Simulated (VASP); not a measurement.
NaRu3, 4 atoms in the cell. The structure is hexagonal, space group P6/mmm (No. 191). The conventional cell has a = 5.585 Å, b = 5.585 Å, c = 2.394 Å, α = 90.00°, β = 90.00°, γ = 120.00°. Within 3.2 Å of Na (site symmetry 6/mmm) lie 2 Na at 2.39 Å and 6 Ru at 2.79 Å. Within 3.2 Å of Ru (site symmetry mmm) lie 6 Ru at 2.39 to 2.79 Å and 2 Na at 2.79 Å. The cell was built from a structure type or drawn by symmetry, and may not be a known phase.

| Quantity | Value |
| --- | --- |
| Program | VASP 6.6.1 |
| Task | single point |
| Functional | PBE |
| Potentials or basis | VASP PAW PBE potentials, release 64 (Na_pv, Ru_pv) |
| Cutoff | 520 eV |
| k mesh | 6 × 6 × 4 |
| Occupations | gaussian, width 0.1 eV |
| Spin | no spin polarisation |
| Dipole correction | no |
| Further INCAR settings | ALGO = Normal; EDIFF = 1e-06; NBANDS = 32 |

Potentials or basis: VASP PAW PBE potentials, release 64 (Na_pv, Ru_pv).

Run with:

```sh
$ cat potpaw_PBE.64/Na_pv/POTCAR potpaw_PBE.64/Ru_pv/POTCAR > POTCAR
$ mpirun -np 1 vasp_std > vasp.out
```

Hardware: 1 thread of Intel(R) Xeon(R) Platinum 8488C (Sapphire Rapids), on a shared host.

Problem. How long does it take, and how much memory?

Solution. Run time: 20 s on 1 thread of Intel(R) Xeon(R) Platinum 8488C (Sapphire Rapids), on a shared host, peak memory 0.19 GiB. Counts: scf iterations 12, k points 21.
